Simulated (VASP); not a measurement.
Input of a VASP 6.6.1 run:

The input INCAR:

```
SYSTEM = SrHf
PREC = Accurate
ENCUT = 600
EDIFF = 1E-7
ISMEAR = 0
SIGMA = 0.1
LREAL = .FALSE.
LASPH = .TRUE.
NELM = 60
ALGO = Normal
ISIF = 3
LWAVE = .FALSE.
LCHARG = .FALSE.
GGA = PE
IBRION = 2
NSW = 90
EDIFFG = -0.04
```

The input KPOINTS:

```
Automatic mesh
0
G
  4 4 4
  0 0 0
```

Contents of POSCAR:

```
SrHf
1.0
    3.7692378894      0.0000000000      0.0000000000
    0.0000000000      3.7692378894      0.0000000000
    0.0000000000      0.0000000000      3.7692378894
Sr Hf
1 1
Direct
    0.0000000000      0.0000000000      0.0000000000
    0.5000000000      0.5000000000      0.5000000000
```

Potentials or basis: VASP PAW PBE potentials, release 64 (Sr_sv, Hf_pv).

Command:

```sh
$ cat potpaw_PBE.64/Sr_sv/POTCAR potpaw_PBE.64/Hf_pv/POTCAR > POTCAR
$ mpirun -np 1 vasp_std > vasp.out
```

Q: Estimate the space group after relaxing (to 0.1 Å).

A: Pm-3m (No. 221).

Q: What does it give for the relaxed volume?

A: 31.84 Å³/atom.

Q: What does it give for the band gap on the k mesh?

A: Zero (bands 10 and 11 overlap by 0.25 eV).

Q: Estimate the relaxed cell.

A: a = 3.993 Å, b = 3.993 Å, c = 3.993 Å, α = 90.00°, β = 90.00°, γ = 90.00°.

Step by step:
```
step  energy change (eV)  largest force (eV/Å)  pressure (GPa)  volume (Å³)
   1              0.0000                0.0000            8.24        53.55
   2             -0.2309                0.0000           -0.67        64.95
   3             -0.2334                0.0000            0.03        63.68
```

Caveat: the k points lie up to 0.39 Å⁻¹ apart in the final cell; the volume moved by over 15 % at a fixed basis, so the end points are rough; spin-orbit coupling is left out, which moves the levels of the heavy elements.
